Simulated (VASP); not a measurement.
# CdSe (C2) in VASP: further runs

CdSe is run at these levels: PBEsol; tasks: single point.

All numbers are computed with VASP 6.6.1; they aren't measurements. Logs are shortened: lines on timing, memory, paths and dates and some standing lists are left out, and cuts for length are marked.

## Step 1: The cell of the first run

The structure is monoclinic, space group C2 (No. 5). Conventional cell: a = 5.796 Å, b = 6.083 Å, c = 3.880 Å, α = 90.00°, β = 129.00°, γ = 90.00°. Within 3.3 Å of Cd (site symmetry 2) lie 4 Se at 2.46 to 2.72 Å. Within 3.3 Å of Se (site symmetry 2) lie 4 Cd at 2.46 to 2.72 Å.

## Step 2: Single point, PBEsol (engineering shear strain xz -0.1467, normal strain along z -0.0500)

Input file INCAR:

```
ALGO = Normal
EDIFF = 1E-7
ENCUT = 520
GGA = PS
ISIF = 2
ISMEAR = 0
LASPH = True
LCHARG = False
LREAL = False
LWAVE = False
NBANDS = 16
NELM = 100
PREC = Accurate
SIGMA = 0.05
```

Input file KPOINTS:

```
k-points
0
Gamma
  10 10 10
```

Input file POSCAR:

```
CdSe
1.0
   -0.2230800596      2.8892441262      3.0413096065
    3.0413096065     -0.2230800596      3.0413096065
    2.8182295469      2.6661640665      0.0000000000
Cd Se
1 1
Direct
    0.0000000000      0.0000000000      0.0000000000
    0.7500000000      0.7500000000      0.7500000000
```

Potentials or basis: VASP PAW PBE potentials, release 64 (Cd, Se).

Run with:

```
$ cat potpaw_PBE.64/Cd/POTCAR potpaw_PBE.64/Se/POTCAR > POTCAR
$ mpirun -np 1 vasp_std > vasp.out
```

OUTCAR:

```text
EDIFF = 1E-7
   ENCUT = 520
   GGA = PS
   ISIF = 2
   ISMEAR = 0
   LASPH = True
   LREAL = False
   NELM = 100
   PREC = Accurate

 ion  position               nearest neighbor table
   1  0.000  0.000  0.000-   2 2.46   2 2.46   2 2.72   2 2.72
   2  0.750  0.750  0.750-   1 2.46   1 2.46   1 2.72   1 2.72

  LATTYP: Found a base centered monoclinic cell.
 ALAT       =     5.7956867871
 B/A-ratio  =     1.0495079249
 C/A-ratio  =     0.6693843995
 COS(beta)  =    -0.6292755243

  Lattice vectors:

 A1 = (   0.2230800596,  -2.8892441261,   3.0413096065)
 A2 = (   0.2230800596,  -2.8892441262,  -3.0413096065)
 A3 = (   2.8182295469,   2.6661640665,   0.0000000000)

Analysis of symmetry for initial positions (statically):
=====================================================================
 Subroutine PRICEL returns:
 Original cell was already a primitive cell.

 Routine SETGRP: Setting up the symmetry group for a
 base centered monoclinic supercell.

 Subroutine GETGRP returns: Found  2 space group operations
 (whereof  2 operations were pure point group operations)
 out of a pool of  4 trial point group operations.

The static configuration has the point symmetry C_2 .

Analysis of symmetry for dynamics (positions and initial velocities):
=====================================================================
 Subroutine PRICEL returns:
 Original cell was already a primitive cell.

 Routine SETGRP: Setting up the symmetry group for a
 base centered monoclinic supercell.

 Subroutine GETGRP returns: Found  2 space group operations
 (whereof  2 operations were pure point group operations)
 out of a pool of  4 trial point group operations.

The dynamic configuration has the point symmetry C_2 .

 Subroutine INISYM returns: Found  2 space group operations
 (whereof  2 operations are pure point group operations),
 and found     1 'primitive' translations

----------------------------------------------------------------------------------------

                                     Primitive cell

  volume of cell :      53.1458

  direct lattice vectors                    reciprocal lattice vectors
    -0.223080060  2.889244126  3.041309607    -0.152573312  0.161275377  0.164402861
     3.041309607 -0.223080060  3.041309607     0.152573312 -0.161275377  0.164402861
     2.818229547  2.666164066  0.000000000     0.178105172  0.186807237 -0.164402861

  length of vectors
     4.200840446  4.306842574  3.879542319     0.276254708  0.276254708  0.306017478

  position of ions in fractional coordinates (direct lattice)
     0.000000000  0.000000000  0.000000000
     0.750000000  0.750000000  0.750000000

  ion indices of the primitive-cell ions
   primitive index   ion index
                 1           1
                 2           2

----------------------------------------------------------------------------------------

 KPOINTS: k-points

Automatic generation of k-mesh.
 Grid dimensions read from file:
 generate k-points for:   10   10   10

 Generating k-lattice:

  Cartesian coordinates                     Fractional coordinates (reciprocal lattice)
    -0.015257331  0.016127538  0.016440286     0.100000000 -0.000000000 -0.000000000
     0.015257331 -0.016127538  0.016440286     0.000000000  0.100000000  0.000000000
     0.017810517  0.018680724 -0.016440286    -0.000000000  0.000000000  0.100000000

  Length of vectors
     0.027625471  0.027625471  0.030601748

  Shift w.r.t. Gamma in fractional coordinates (k-lattice)
     0.000000000  0.000000000  0.000000000

 Subroutine IBZKPT returns following result:
 ===========================================

 Found    282 irreducible k-points:

 Following reciprocal coordinates:
            Coordinates               Weight
  0.000000  0.000000  0.000000      1.000000
  0.100000 -0.000000 -0.000000      4.000000
  0.200000 -0.000000 -0.000000      4.000000
  0.300000  0.000000 -0.000000      4.000000
  0.400000 -0.000000 -0.000000      4.000000
  0.500000  0.000000  0.000000      2.000000
[... 16 lines left out ...]
  0.300000  0.300000  0.000000      2.000000
  0.400000  0.300000 -0.000000      4.000000
 [... further k-points ...]
   k-points           NKPTS =    282   k-points in BZ     NKDIM =    282   number of bands    NBANDS=     16
   number of dos      NEDOS =    301   number of ions     NIONS =      2
   total plane-waves  NPLWV =  30720
   dimension x,y,z NGX =    32 NGY =   32 NGZ =   30
   dimension x,y,z NGXF=    64 NGYF=   64 NGZF=   60
   ions per type =               1   1
   NGX,Y,Z   is equivalent  to a cutoff of  12.66, 12.35, 12.86 a.u.
   NGXF,Y,Z  is equivalent  to a cutoff of  25.33, 24.70, 25.71 a.u.
 SYSTEM =  unknown system
   PREC   = accura    normal or accurate (medium, high low for compatibility)
   ISTART =      0    job   : 0-new  1-cont  2-samecut
   ICHARG =      2    charge: 1-file 2-atom 10-const
   ISPIN  =      1    spin polarized calculation?
   LNONCOLLINEAR =      F non collinear calculations
   LSORBIT =      F    spin-orbit coupling
   LASPH  =      T    aspherical Exc in radial PAW
   ENCUT  =  520.0 eV  38.22 Ry    6.18 a.u.   7.81  8.01  7.21*2*pi/ulx,y,z
   NELM   =    100;   NELMIN=  2; NELMDL= -5     # of ELM steps
   EDIFF  = 0.1E-06   stopping-criterion for ELM
   LREAL  =      F    real-space projection
   EDIFFG = 0.1E-05   stopping-criterion for IOM
   NSW    =      0    number of steps for IOM
   IBRION =     -1    ionic relax: 0-MD 1-quasi-New 2-CG
   NFREE  =      0    steps in history (QN), initial steepest desc. (CG)
   ISIF   =      2    stress and relaxation
   ISYM   =      2    0-nonsym 1-usesym 2-fastsym
   POTIM  = 0.5000    time-step for ionic-motion
   TEBEG  =    0.0;   TEEND  =   0.0 temperature during run
   PSTRESS=    0.0 pullay stress
   NELECT =      18.0000    total number of electrons
   NUPDOWN=      -1.0000    fix difference up-down
   EMIN   =  10.00;   EMAX   =-10.00  energy-range for DOS
   EFERMI =   0.00;   METHOD = LEGACY
   ISMEAR =     0;   SIGMA  =   0.05  broadening in eV -4-tet -1-fermi 0-gaus
   EFERMI_NEDOS =   21; number of points for ismear=-14 and -15
   IALGO  =     38    algorithm
   IMIX   =      4    mixing-type and parameters
     AMIX     =   0.40;   BMIX     =  1.00
     AMIX_MAG =   1.60;   BMIX_MAG =  1.00
[... 32 lines left out ...]
 Fermi energy:         1.7606524048

 k-point     1 :       0.0000    0.0000    0.0000
  band No.  band energies     occupation
      1     -11.7344      2.00000
      2      -6.9692      2.00000
      3      -6.9094      2.00000
      4      -6.8125      2.00000
      5      -6.4515      2.00000
      6      -6.4205      2.00000
[... 8 lines left out ...]
     15      12.1597      0.00000
     16      12.8837      0.00000

 k-point     2 :       0.1000   -0.0000   -0.0000
  band No.  band energies     occupation
      1     -11.7010      2.00000
      2      -6.9595      2.00000
      3      -6.8967      2.00000
      4      -6.7879      2.00000
      5      -6.4499      2.00000
      6      -6.4201      2.00000
[... 8 lines left out ...]
     15      12.0745      0.00000
     16      12.3465      0.00000

 k-point     3 :       0.2000   -0.0000   -0.0000
  band No.  band energies     occupation
      1     -11.6123      2.00000
      2      -6.9349      2.00000
      3      -6.8691      2.00000
      4      -6.7012      2.00000
      5      -6.4426      2.00000
      6      -6.4174      2.00000
[... 8 lines left out ...]
     15      11.8896      0.00000
     16      12.4273      0.00000

 k-point     4 :       0.3000    0.0000   -0.0000
  band No.  band energies     occupation
      1     -11.5004      2.00000
      2      -6.9066      2.00000
      3      -6.8445      2.00000
      4      -6.5437      2.00000
      5      -6.4226      2.00000
      6      -6.4058      2.00000
[... 8 lines left out ...]
     15      11.6223      0.00000
     16      12.6367      0.00000

 k-point     5 :       0.4000   -0.0000   -0.0000
  band No.  band energies     occupation
      1     -11.4082      2.00000
      2      -6.8856      2.00000
      3      -6.8302      2.00000
      4      -6.4461      2.00000
      5      -6.4059      2.00000
      6      -6.2768      2.00000
[... 8 lines left out ...]
     15      11.9321      0.00000
     16      13.4965      0.00000

 k-point     6 :       0.5000    0.0000    0.0000
  band No.  band energies     occupation
      1     -11.3726      2.00000
      2      -6.8782      2.00000
      3      -6.8257      2.00000
      4      -6.4338      2.00000
      5      -6.4012      2.00000
      6      -6.1629      2.00000
[... 8 lines left out ...]
     15      12.2679      0.00000
     16      14.0268      0.00000

 k-point     7 :       0.1000    0.1000    0.0000
  band No.  band energies     occupation
      1     -11.6836      2.00000
      2      -6.9502      2.00000
      3      -6.8860      2.00000
      4      -6.7823      2.00000
      5      -6.4576      2.00000
      6      -6.4164      2.00000
[... 8 lines left out ...]
     15      12.3034      0.00000
     16      12.8060      0.00000

 k-point     8 :       0.2000    0.1000   -0.0000
  band No.  band energies     occupation
      1     -11.6082      2.00000
      2      -6.9253      2.00000
      3      -6.8558      2.00000
      4      -6.7207      2.00000
      5      -6.4586      2.00000
      6      -6.4109      2.00000
[... 8 lines left out ...]
     15      12.4563      0.00000
     16      13.0299      0.00000

 k-point     9 :       0.3000    0.1000    0.0000
  band No.  band energies     occupation
      1     -11.5018      2.00000
      2      -6.8959      2.00000
      3      -6.8289      2.00000
      4      -6.5869      2.00000
      5      -6.4394      2.00000
      6      -6.4020      2.00000
[... 8 lines left out ...]
     15      12.2335      0.00000
     16      13.1467      0.00000
[... 172 lines left out ...]
 k-point    19 :       0.5000    0.2000    0.0000
  band No.  band energies     occupation
      1     -11.3122      2.00000
      2      -6.8337      2.00000
      3      -6.7723      2.00000
      4      -6.4811      2.00000
      5      -6.3934      2.00000
      6      -6.1253      2.00000
[... 8 lines left out ...]
     15      13.4311      0.00000
     16      14.1583      0.00000

 k-point    20 :      -0.4000    0.2000    0.0000
  band No.  band energies     occupation
      1     -11.3171      2.00000
      2      -6.8421      2.00000
      3      -6.7813      2.00000
      4      -6.4671      2.00000
      5      -6.4031      2.00000
      6      -6.1024      2.00000
[... 8 lines left out ...]
     15      13.0459      0.00000
     16      13.4696      0.00000

 k-point    21 :      -0.3000    0.2000    0.0000
  band No.  band energies     occupation
      1     -11.3782      2.00000
      2      -6.8653      2.00000
      3      -6.7977      2.00000
      4      -6.4872      2.00000
      5      -6.4158      2.00000
      6      -6.2395      2.00000
[... 8 lines left out ...]
     15      12.1309      0.00000
     16      13.3591      0.00000

 k-point    22 :      -0.2000    0.2000    0.0000
  band No.  band energies     occupation
      1     -11.4712      2.00000
      2      -6.8965      2.00000
      3      -6.8237      2.00000
      4      -6.5582      2.00000
      5      -6.4244      2.00000
      6      -6.3604      2.00000
[... 8 lines left out ...]
     15      12.5116      0.00000
     16      13.2459      0.00000

 k-point    23 :       0.3000    0.3000    0.0000
  band No.  band energies     occupation
      1     -11.3815      2.00000
      2      -6.8309      2.00000
      3      -6.7334      2.00000
      4      -6.5839      2.00000
      5      -6.4061      2.00000
      6      -6.3743      2.00000
[... 8 lines left out ...]
     15      13.3624      0.00000
     16      15.6086      0.00000

 k-point    24 :       0.4000    0.3000   -0.0000
  band No.  band energies     occupation
      1     -11.3048      2.00000
      2      -6.8032      2.00000
      3      -6.7254      2.00000
      4      -6.5243      2.00000
      5      -6.3826      2.00000
      6      -6.2683      2.00000
[... 8 lines left out ...]
     15      13.7570      0.00000
     16      15.2131      0.00000

 [... further k-points ...]
[... 5 lines left out ...]
  --------------------------------------------------------------------------------------
  -------------------------------------------------------------------------------------
  Total        1.8137185      1.9067766      1.7649328      2.9001824      0.0000000      0.0000000
  in kB       54.6778627     57.4832707     53.2071300     87.4313057      0.0000000      0.0000000
  external PRESSURE =      55.1227545 kB  Pullay stress =       0.0000000 kB

 VOLUME and BASIS-vectors are now :
 -----------------------------------------------------------------------------
  energy-cutoff  :      520.00
  volume of cell :       53.15
      direct lattice vectors                 reciprocal lattice vectors
    -0.223080060  2.889244126  3.041309607    -0.152573312  0.161275377  0.164402861
     3.041309607 -0.223080060  3.041309607     0.152573312 -0.161275377  0.164402861
     2.818229547  2.666164066  0.000000000     0.178105172  0.186807237 -0.164402861

 POSITION                                       TOTAL-FORCE (eV/Angst)
 -----------------------------------------------------------------------------------
      0.00000      0.00000      0.00000         0.000000      0.000000      1.372913
      4.22734      3.99925      4.56196        -0.000000     -0.000000     -1.372913
 -----------------------------------------------------------------------------------
    total drift:                                0.000002      0.000001      0.000167

  FREE ENERGIE OF THE ION-ELECTRON SYSTEM (eV)
  ---------------------------------------------------
  free  energy   TOTEN  =        -5.9181111862 eV

  energy  without entropy=       -5.9181102068  energy(sigma->0) =       -5.91811070
```

Wall time 69 s (1 thread of Intel Xeon 6975P-C (Granite Rapids), shared host); peak memory 0.37 GiB.

Results:

```
Free energy            : -5.9181 eV
Pressure               : 5.5 GPa
Largest force          : 1.373 eV/Å
Band gap on the k mesh : 0.20 eV, direct
```

Forces in eV/Å, atoms in the order of the input:
```
Cd   0.000  0.000  1.373
Se   0.000  0.000 -1.373
```

Stress tensor (GPa, compression positive):
```
5.47 8.74 0.00
8.74 5.75 0.00
0.00 0.00 5.32
```

Levels at points of the mesh, in eV from the valence-band top:
| k point | band 6 | band 7 | band 8 | band 9 | band 10 | band 11 | band 12 | band 13 |
| --- | --- | --- | --- | --- | --- | --- | --- | --- |
| (0.00, 0.00, 0.00) | -8.08 | -0.66 | -0.59 | 0.00 | 0.20 | 4.56 | 5.72 | 6.63 |
| (0.50, 0.00, 0.00) | -7.82 | -5.13 | -1.15 | -0.70 | 2.19 | 5.84 | 6.76 | 7.10 |
| (0.50, 0.50, 0.00) | -7.72 | -4.86 | -2.94 | -1.62 | 2.11 | 4.15 | 8.67 | 9.65 |
| (0.00, 0.00, 0.50) | -7.69 | -5.17 | -1.59 | -1.31 | 1.68 | 5.42 | 6.00 | 7.22 |
| (0.50, 0.00, 0.50) | -7.62 | -4.59 | -2.59 | -2.51 | 2.43 | 3.02 | 8.31 | 9.65 |
| (0.00, 0.50, 0.50) | -7.71 | -4.88 | -2.34 | -2.31 | 2.61 | 3.49 | 8.05 | 9.55 |

Caveat: the cell differs from its parent crystal (engineering shear strain xz -0.1467, normal strain along z -0.0500); the PAW data sets were made with another functional, which shifts forces and pressure a little.

## Step 3: Single point, PBEsol (engineering shear strain xz -0.2200, normal strain along z +0.0500)

Input file INCAR:

```
  PREC = Accurate
  ENCUT = 520
  EDIFF = 1E-7
  ISMEAR = 0
  SIGMA = 0.05
  LREAL = False
  LASPH = True
  NELM = 100
  ALGO = Normal
  ISIF = 2
  LWAVE = False
  LCHARG = False
  GGA = PS
  NBANDS = 16
```

Input file KPOINTS:

```
regular mesh
0
Gamma
  10 10 10
```

Input file POSCAR:

```
CdSe
1.0
   -0.3345440567      3.1933750868      3.0413096065
    3.0413096065     -0.3345440567      3.0413096065
    2.7067655498      2.8588310301      0.0000000000
Cd Se
1 1
Direct
    0.0000000000      0.0000000000      0.0000000000
    0.7500000000      0.7500000000      0.7500000000
```

Potentials or basis: VASP PAW PBE potentials, release 64 (Cd, Se).

Run with:

```
$ cat potpaw_PBE.64/Cd/POTCAR potpaw_PBE.64/Se/POTCAR > POTCAR
$ mpirun -np 1 vasp_std > vasp.out
```

Wall time 84 s (1 thread of Intel Xeon 6975P-C (Granite Rapids), shared host); peak memory 0.39 GiB.

The run converged. Its results:

```
Free energy            : -5.8275 eV
Pressure               : 1.4 GPa
Largest force          : 1.220 eV/Å
Band gap on the k mesh : 0.19 eV, direct
```

Forces on the atoms (eV/Å):
```
Cd   0.000  0.000  1.220
Se   0.000  0.000 -1.220
```

Stress tensor (GPa, compression positive):
```
1.68 8.73 0.00
8.73 1.17 0.00
0.00 0.00 1.31
```

Levels at points of the mesh, in eV from the valence-band top:
| k point | band 6 | band 7 | band 8 | band 9 | band 10 | band 11 | band 12 | band 13 |
| --- | --- | --- | --- | --- | --- | --- | --- | --- |
| (0.00, 0.00, 0.00) | -7.89 | -0.85 | -0.61 | 0.00 | 0.19 | 4.39 | 5.82 | 6.97 |
| (0.50, 0.00, 0.00) | -7.70 | -4.53 | -0.86 | -0.56 | 2.21 | 5.58 | 6.50 | 7.21 |
| (0.50, 0.50, 0.00) | -7.56 | -4.24 | -2.80 | -1.26 | 1.92 | 4.21 | 8.51 | 9.02 |
| (0.00, 0.00, 0.50) | -7.55 | -4.66 | -1.49 | -1.23 | 1.51 | 5.11 | 6.23 | 7.19 |
| (0.50, 0.00, 0.50) | -7.59 | -4.55 | -1.99 | -1.87 | 2.84 | 3.46 | 7.22 | 8.98 |
| (0.00, 0.50, 0.50) | -7.52 | -4.31 | -2.21 | -2.01 | 2.68 | 3.07 | 7.36 | 8.79 |

Caveat: the cell differs from its parent crystal (engineering shear strain xz -0.2200, normal strain along z +0.0500); the PAW data sets were made with another functional, which shifts forces and pressure a little.

## Step 4: Single point, PBEsol (engineering shear strain xz -0.0733, normal strain along z +0.0500)

Input file INCAR:

```
SYSTEM = CdSe
ALGO = Normal
EDIFF = 1E-6
ENCUT = 520
GGA = PS
ISIF = 2
ISMEAR = 0
LASPH = .True.
LCHARG = .True.
LELF = .True.
LREAL = .False.
LVHAR = .True.
LWAVE = .False.
NBANDS = 16
NELM = 100
PREC = Accurate
SIGMA = 0.05
```

Input file KPOINTS:

```
k-points
0
Gamma
  10 10 10
  0 0 0
```

Input file POSCAR:

```
CdSe
1.0
   -0.1114639971      3.1933750868      3.0413096065
    3.0413096065     -0.1114639971      3.0413096065
    2.9298456094      3.0819110897      0.0000000000
Cd Se
1 1
Direct
    0.0000000000      0.0000000000      0.0000000000
    0.7500000000      0.7500000000      0.7500000000
```

Run with:

```
$ cat potpaw_PBE.64/Cd/POTCAR potpaw_PBE.64/Se/POTCAR > POTCAR
$ mpirun -np 1 vasp_std > vasp.out
```

Run time: 73 s. Hardware: 1 thread of Intel Xeon 6975P-C (Granite Rapids), shared host; peak memory 0.4 GiB.

Results (log left out):

```yaml
Free_energy: -6.1218 eV
Pressure: -1.7 GPa
Largest_force: 0.334 eV/Å
Band_gap_on_the_k_mesh: 0.34 eV, direct
```

Forces on the atoms (eV/Å):
```
Cd   0.000  0.000  0.334
Se   0.000  0.000 -0.334
```

Stress tensor (GPa, compression positive):
```
-1.34  2.67  0.00
 2.67 -2.32  0.00
 0.00  0.00 -1.40
```

Levels at points of the mesh, in eV from the valence-band top:
| k point | band 7 | band 8 | band 9 | band 10 | band 11 | band 12 |
| --- | --- | --- | --- | --- | --- | --- |
| (0.00, 0.00, 0.00) | -0.23 | -0.14 | 0.00 | 0.34 | 5.37 | 5.80 |
| (0.50, 0.00, 0.00) | -4.24 | -0.76 | -0.59 | 2.25 | 6.15 | 6.61 |
| (0.50, 0.50, 0.00) | -3.92 | -2.11 | -1.61 | 2.76 | 3.62 | 8.78 |
| (0.00, 0.00, 0.50) | -4.29 | -1.01 | -0.78 | 1.98 | 5.86 | 6.45 |
| (0.50, 0.00, 0.50) | -4.19 | -1.68 | -1.67 | 3.10 | 3.78 | 8.20 |
| (0.00, 0.50, 0.50) | -3.93 | -1.91 | -1.83 | 2.95 | 3.39 | 8.48 |

Caveat: the cell differs from its parent crystal (engineering shear strain xz -0.0733, normal strain along z +0.0500); the PAW data sets were made with another functional, which shifts forces and pressure a little.

## Step 5: Overview

```tsv
cell	gap on the mesh (eV)	pressure (GPa)	largest force (eV/Å)
a = 4.201, b = 4.307, c = 3.880 Å, angles 61.5, 64.3, 64.0°, 2 atoms	0.20	5.5	1.37
a = 4.423, b = 4.314, c = 3.937 Å, angles 64.6, 61.8, 67.9°, 2 atoms	0.19	1.4	1.22
a = 4.411, b = 4.303, c = 4.252 Å, angles 62.1, 59.5, 63.2°, 2 atoms	0.34	-1.7	0.33
```

Alike in all rows: task single point; level PBEsol; potentials or basis VASP PAW PBE potentials, release 64 (Cd, Se); no spin polarisation; k mesh 10 × 10 × 10; cutoff (eV) 520; smearing gaussian 0.05 eV.

Caveats: the PAW data sets were made with another functional, which shifts forces and pressure a little.

Absolute energies hang on the potentials; compare differences alone.
